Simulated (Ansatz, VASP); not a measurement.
# Bi2Te3 in VASP and in Ansatz

```xyz
5
Lattice="2.2369 1.2915 10.1657 -2.2369 1.2915 10.1657 0.0000 -2.5829 10.1657" Properties=species:S:1:pos:R:3 pbc="T T T"
Bi    0.0000    0.0000   12.1988
Bi    0.0000    0.0000   18.2982
Te    0.0000    0.0000    0.0000
Te    0.0000    0.0000    6.3891
Te    0.0000    0.0000   24.1079
```

Change from the starting cell: equal xx and yy strain of +2 %, crystal datasets.

Alike in both runs: task electric field gradients; functional PBEsol; k mesh 7 × 7 × 7; occupations fermi-dirac, width 0.08 eV; no spin polarisation.

```csv
,VASP,Ansatz
version,VASP 6.6.1,Ansatz 0.2.0
potentials or method,"VASP PAW PBE potentials, release 64 (Bi_d, Te), cutoff 520 eV","all-electron PAW with datasets made for the crystal, scalar-relativistic"
```

Ansatz gave:

| Property | Result |
| --- | --- |
| pressure (GPa) | -2.4 |
| traceless stress, the component that is largest in VASP (GPa) | 0.14 |
| rms of the force components (eV/Å) | 0.117 |
| size of Vzz on the site where it differs most (V/Å²) | 79.0 |

**Question.** What did VASP give for the same quantities?

**Answer.** Pressure (GPa): -2.4; traceless stress, the component that is largest in VASP (GPa): 0.14; rms of the force components (eV/Å): 0.112; size of Vzz on the site where it differs most (V/Å²): 74.9.

VASP's potentials were made for PBE, not for PBEsol. Atom by atom the forces differ by 0.006 eV/Å (rms over components). Ansatz ran all-electron here, and VASP with PAW potentials.

Neither program's run includes spin-orbit coupling.
